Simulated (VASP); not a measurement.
Wanted: the native input for a VASP 6.6.1 run.

- Task: single point
- Functional: PBE
- Potentials or basis: VASP PAW PBE potentials, release 64 (Ta_sv_GW, Si, O)
- Cutoff: 700 eV
- k mesh: 3 × 3 × 3
- Occupations: gaussian, width 0.15 eV
- Spin: no spin polarisation
- Dipole correction: no
- Further INCAR settings: ALGO = Normal; EDIFF = 1e-06; NBANDS = 33

The structure of Ta2SiO3 lies in POSCAR:

```
Ta2SiO3
1.0
    2.4375224746      1.4073042568      4.6322545724
   -2.4375224746      1.4073042568      4.6322545724
    0.0000000000     -2.8146085137      4.6322545724
Ta Si O
2 1 3
Direct
    0.7581974834      0.7581974834      0.7581974834
    0.2418025166      0.2418025166      0.2418025166
    0.5000000000      0.5000000000      0.5000000000
    0.5000000000      0.5000000000      0.0000000000
    0.0000000000      0.5000000000      0.5000000000
    0.5000000000      0.0000000000      0.5000000000
```

The cell was generated, and may not be a known phase.

One way to write it, as run:

INCAR

```
PREC = Accurate
ENCUT = 700
EDIFF = 1E-6
ISMEAR = 0
SIGMA = 0.15
LREAL = F
LASPH = T
NELM = 120
ALGO = Normal
ISIF = 2
LWAVE = F
LCHARG = F
GGA = PE
NBANDS = 33
GGA_COMPAT = F
```

KPOINTS

```
regular mesh
0
Gamma
  3 3 3
```

Potentials or basis: VASP PAW PBE potentials, release 64 (Ta_sv_GW, Si, O).

The run is started by

```sh
$ cat potpaw_PBE.64/Ta_sv_GW/POTCAR potpaw_PBE.64/Si/POTCAR potpaw_PBE.64/O/POTCAR > POTCAR
$ mpirun -np 1 vasp_std > vasp.out
```

Results of the run:

The pressure is 0.3 GPa. The largest force is 0.122 eV/Å. The band gap on the k mesh is zero (bands 24 and 25 overlap by 0.60 eV).

Caveat: the k points lie up to 0.52 Å⁻¹ apart, too coarse for converged energies and pressures of a metal; spin-orbit coupling is left out, which moves the levels of the heavy elements.

Run time: 2.2 min on 1 thread of Intel(R) Xeon(R) Platinum 8375C CPU @ 2.90GHz (Ice Lake) (shared host), peak memory 0.31 GiB.
